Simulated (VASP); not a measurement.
Here is a VASP 6.6.1 calculation.

Contents of INCAR:

```
SYSTEM = H2Se
PREC = Accurate
ENCUT = 520
EDIFF = 1E-7
ISMEAR = 0
SIGMA = 0.1
LREAL = .FALSE.
LASPH = .TRUE.
NELM = 100
ALGO = Normal
ISIF = 2
LWAVE = .FALSE.
LCHARG = .FALSE.
GGA = PE
NBANDS = 17
```

File KPOINTS:

```
Automatic mesh
0
G
  4 4 6
  0 0 0
```

Contents of POSCAR:

```
H2Se
1.0
    5.9390670959      0.0000000000      0.0000000000
    0.0000000000      5.9390670959      0.0000000000
    0.0000000000      0.0000000000      2.9177143555
H Se
4 2
Direct
    0.3821647972      0.3821647972      0.0000000000
    0.1178352028      0.8821647972      0.5000000000
    0.6178352028      0.6178352028      0.0000000000
    0.8821647972      0.1178352028      0.5000000000
    0.0000000000      0.0000000000      0.0000000000
    0.5000000000      0.5000000000      0.5000000000
```

Potentials or basis: VASP PAW PBE potentials, release 64 (H, Se).

Run with:

```console
$ cat potpaw_PBE.64/H/POTCAR potpaw_PBE.64/Se/POTCAR > POTCAR
$ mpirun -np 1 vasp_std > vasp.out
```

(1) Estimate the largest force.

(2) Estimate the band gap on the k mesh.

Answers

(1) 0.047 eV/Å.

(2) zero (bands 8 and 9 overlap by 2.03 eV).
